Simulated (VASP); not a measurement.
Here is a VASP 6.6.1 calculation.

The input INCAR:

```
PREC = Accurate ; ENCUT = 520
EDIFF = 1E-6 ; ISMEAR = 0
SIGMA = 0.05 ; LREAL = False
LASPH = True ; NELM = 100
ALGO = Normal ; ISIF = 2
LWAVE = False ; LCHARG = False
GGA = PS ; NBANDS = 18
```

Contents of KPOINTS:

```
regular mesh
0
Gamma
  8 8 8
```

The input POSCAR:

```
HfO2
1.0
    0.0000000000      2.5514494808      2.4633032253
    2.5514494808      0.0000000000      2.4633032253
    2.5514494808      2.5514494808      0.0000000000
Hf O
1 2
Direct
   -0.0014678348      0.0014678348      0.0014678348
    0.2581877273      0.2418122727      0.2418122727
    0.7581877273      0.7418122727      0.7418122727
```

Potentials or basis: VASP PAW PBE potentials, release 64 (Hf_pv, O).

The run is started by

```sh
$ cat potpaw_PBE.64/Hf_pv/POTCAR potpaw_PBE.64/O/POTCAR > POTCAR
$ mpirun -np 1 vasp_std > vasp.out
```

Question: What does it give for the pressure?

Answer: -3.3 GPa.

Question: What does it give for the band gap on the k mesh?

Answer: 3.38 eV, indirect (least direct gap 3.43 eV).

Question: What does it give for the largest force?

Answer: 0.262 eV/Å.

Forces on the atoms (eV/Å):
```
Hf  -0.262  0.000  0.000
O    0.131  0.000  0.000
O    0.131  0.000  0.000
```

Caveat: the cell differs from its parent crystal (mode 4 frozen in at -0.041 Å, strain +e along z and -e/2 along x and y -0.0233); the PAW data sets were made with another functional, which shifts forces and pressure a little; spin-orbit coupling is left out, which moves the levels of the heavy elements. A k mesh can miss the band edges.
